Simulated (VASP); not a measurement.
# Cu: single point with r2SCAN

Cu:

```
CELL_PARAMETERS angstrom
-1.44279 1.44279 1.37608
1.44279 -1.44279 1.37608
1.44279 1.44279 -1.37608
ATOMIC_POSITIONS crystal
Cu 0.00000 0.00000 0.00000
```

- Program: VASP 6.6.1
- Task: single point
- Functional: r2SCAN
- Potentials or basis: VASP PAW PBE potentials, release 64 (Cu)
- Cutoff: 520 eV
- k mesh: 13 × 13 × 13
- Occupations: fermi-dirac, width 0.05 eV
- Spin: no spin polarisation
- Dipole correction: no
- Further INCAR settings: ALGO = Normal; EDIFF = 1e-06; NBANDS = 12

* Pressure: 1.0 GPa

Levels at points of the mesh, in eV from the Fermi level:
```csv
k point,band 2,band 3,band 4,band 5,band 6,band 7,band 8,band 9,band 10,band 11
"(0.00, 0.00, 0.00)",-3.38,-3.19,-3.19,-2.31,-2.11,25.90,25.90,27.21,30.19,30.37
```

Wall time 60 s on 1 thread of AMD EPYC 9R45 96-Core Processor (Zen 5), with other jobs on the host, peak memory 0.11 GiB.

Caveat: the PAW data sets were made with another functional, which shifts forces and pressure a little.
